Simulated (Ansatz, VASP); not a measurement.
## CoSi2 in VASP and in Ansatz

File INCAR:

```
SYSTEM = CoSi2
  ALGO = Normal
  EDIFF = 1E-6
  ENCUT = 520
  GGA = PS
  ISIF = 2
  ISMEAR = 0
  LASPH = .TRUE.
  LCHARG = .FALSE.
  LREAL = .FALSE.
  LWAVE = .FALSE.
  NBANDS = 16
  NELM = 100
  PREC = Accurate
  SIGMA = 0.15
```

KPOINTS

```
k-points
0
G
  16 16 16
  0 0 0
```

Contents of POSCAR:

```
CoSi2
1.0
    0.0000000000      2.6562539604      2.6562539604
    2.6562539604      0.0000000000      2.6562539604
    2.6562539604      2.6562539604      0.0000000000
Co Si
1 2
Direct
    0.0000000000      0.0000000000      0.0000000000
    0.2826032607      0.2826032607      0.2826032607
    0.7173967393      0.7173967393      0.7173967393
```

Input for Ansatz:

```yaml
crystal:
  lattice:
    - [0.0, 2.6562539604, 2.6562539604]
    - [2.6562539604, 0.0, 2.6562539604]
    - [2.6562539604, 2.6562539604, 0.0]
  atoms:
    - { symbol: Co, position: [0.0, 0.0, 0.0] }
    - { symbol: Si, position: [0.2826032607, 0.2826032607, 0.2826032607] }
    - { symbol: Si, position: [0.7173967393, 0.7173967393, 0.7173967393] }
basis:
  ecutwfc: 420
kpoints:
  mp_grid: { grid: [16, 16, 16] }
hamiltonian:
  xc: pbesol
scf:
  occupations: { method: gaussian, width: 0.15 }
output:
  forces: true
  stress: true
  eigenvalues: true
  write_density: true
  write_potential: true
  elf: true
  volumetric_format: npy
```

Change from the starting cell: mode 4 (341.3 1/cm) frozen in, largest displacement +0.300 Å.

Alike in both runs: task single point; functional PBEsol; k mesh 16 × 16 × 16; occupations gaussian, width 0.15 eV; no spin polarisation.

|  | VASP | Ansatz |
| --- | --- | --- |
| version | VASP 6.6.1 | Ansatz 0.2.0 |
| potentials or method | VASP PAW PBE potentials, release 64 (Co, Si), cutoff 520 eV | scalar-relativistic, plane waves, PAW |
| valence electrons in the cell | 17 | 25 |

Ansatz gave:

```
gap on the k mesh at the Fermi level (eV)                     : none
pressure (GPa)                                                : 11.8
traceless stress, the component that is largest in VASP (GPa) : -10.98
rms of the force components (eV/Å)                            : 1.226
```

What did VASP give for the same quantities?

gap on the k mesh at the Fermi level (eV): none; pressure (GPa): 12.0; traceless stress, the component that is largest in VASP (GPa): -11.09; rms of the force components (eV/Å): 1.234.

VASP's potentials were made for PBE, not for PBEsol. Atom by atom the forces differ by 0.007 eV/Å (rms over components). A gap of «none» marks a metal or a gap that the smearing closes. VASP's potentials hold 17 valence electrons a cell and Ansatz's 25, so a difference there can come from the potentials and not from the codes.
